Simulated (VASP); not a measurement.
CaC2, 3 atoms in the cell. It takes space group I4/mmm (No. 139, tetragonal). Conventional cell: a = 3.869 Å, b = 3.869 Å, c = 6.885 Å, α = 90.00°, β = 90.00°, γ = 90.00°. Ca (site symmetry 4/mmm) has 10 C at 2.77 to 2.82 Å within 3.6 Å. Within 1.8 Å of C (site symmetry 4mm) lie 1 C at 1.35 Å.  This cell differs from its parent crystal: strain +0.0750 x Voigt [0, 0, 1, 0, 0, 0].

| Property | Result |
| --- | --- |
| Program | VASP 6.6.1 |
| Task | single point |
| Functional | LDA |
| Potentials or basis | VASP PAW LDA potentials, release 64 (Ca_sv, C) |
| Cutoff | 520 eV |
| k mesh | 10 × 10 × 10 |
| Occupations | gaussian, width 0.05 eV |
| Spin | no spin polarisation |
| Dipole correction | no |
| Further INCAR settings | ALGO = Normal; EDIFF = 1e-06; NBANDS = 16 |

Potentials or basis: VASP PAW LDA potentials, release 64 (Ca_sv, C).

Run with:

```bash
$ cat potpaw_LDA.64/Ca_sv/POTCAR potpaw_LDA.64/C/POTCAR > POTCAR
$ mpirun -np 1 vasp_std > vasp.out
```

Hardware: 1 thread of Intel Xeon 8259CL, on a shared host.

Task: How long does it take, and how much memory?

Result: It took 3.8 min on 1 thread of Intel Xeon 8259CL, with other jobs on the host, peak memory 0.22 GiB. Counts: scf iterations 14, k points 102.
